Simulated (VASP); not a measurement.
Here is a VASP 6.6.1 calculation.

INCAR

```
SYSTEM = Al2Cu
ALGO = Fast ; EDIFF = 1E-7
ENCUT = 520 ; GGA = PS
ISIF = 2 ; ISMEAR = -1
LASPH = .TRUE. ; LCHARG = .FALSE.
LREAL = .FALSE. ; LWAVE = .FALSE.
NBANDS = 26 ; NELM = 80
PREC = Accurate ; SIGMA = 0.05
```

The input KPOINTS:

```
k-points
0
G
  7 7 7
  0 0 0
```

Contents of POSCAR:

```
Al2Cu
1.0
   -3.0335000000      3.0335000000      2.4385000000
    3.0335000000     -3.0335000000      2.4385000000
    3.0335000000      3.0335000000     -2.4385000000
Cu Al
2 4
Direct
    0.2560770000      0.2521720000     -0.0015420000
    0.7380700000      0.7333580000     -0.0079170000
    0.3471610000      0.1639230000      0.4911360000
    0.8490180000      0.3475930000      0.2033520000
    0.6495980000      0.8298110000      0.4966050000
    0.1603590000      0.6664780000      0.8265050000
```

Potentials or basis: VASP PAW PBE potentials, release 64 (Cu, Al).

Launch:

```console
$ cat potpaw_PBE.64/Cu/POTCAR potpaw_PBE.64/Al/POTCAR > POTCAR
$ mpirun -np 1 vasp_std > vasp.out
```

Question: Predict the largest force.

Answer: 0.636 eV/Å.

Question: What does it give for the band gap on the k mesh?

Answer: Zero (band 17 reaches 9.91 eV, above the bottom of band 18 at 6.20 eV).

Question: Predict the pressure.

Answer: -3.0 GPa.

Stress tensor (GPa, compression positive):
```
-2.99  0.37  0.34
 0.37 -3.19 -0.27
 0.34 -0.27 -2.71
```

Caveat: the cell differs from its parent crystal (atoms moved at random); the PAW data sets were made with another functional, which shifts forces and pressure a little.
